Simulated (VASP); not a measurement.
Here is a VASP 6.6.1 calculation.

Contents of INCAR:

```
PREC = Accurate
ENCUT = 520
EDIFF = 1E-6
ISMEAR = -1
SIGMA = 0.15
LREAL = False
LASPH = True
NELM = 100
ALGO = Normal
ISIF = 2
LWAVE = False
LCHARG = False
GGA = PS
NBANDS = 22
```

File KPOINTS:

```
regular mesh
0
Gamma
  12 12 7
```

POSCAR

```
Rh
1.0
    2.6940703403      0.0000000000      0.0000000000
   -1.3470351702      2.3331352708      0.0000000000
    0.0000000000      0.0000000000      4.3686382036
Rh
2
Direct
    0.6666666667      0.3333333333      0.7500000000
    0.3333333333      0.6666666667      0.2500000000
```

Potentials or basis: VASP PAW PBE potentials, release 64 (Rh_pv).

Run with:

```bash
$ cat potpaw_PBE.64/Rh_pv/POTCAR > POTCAR
$ mpirun -np 1 vasp_std > vasp.out
```

Problem. Predict the pressure.

Solution. -2.7 GPa.

Problem. What does it give for the band gap on the k mesh?

Solution. Zero (band 15 reaches 12.52 eV, above the bottom of band 16 at 10.08 eV).

Stress tensor (GPa, compression positive):
```
-2.12  0.00  0.00
 0.00 -2.12  0.00
 0.00  0.00 -3.85
```

Caveat: the PAW data sets were made with another functional, which shifts forces and pressure a little.
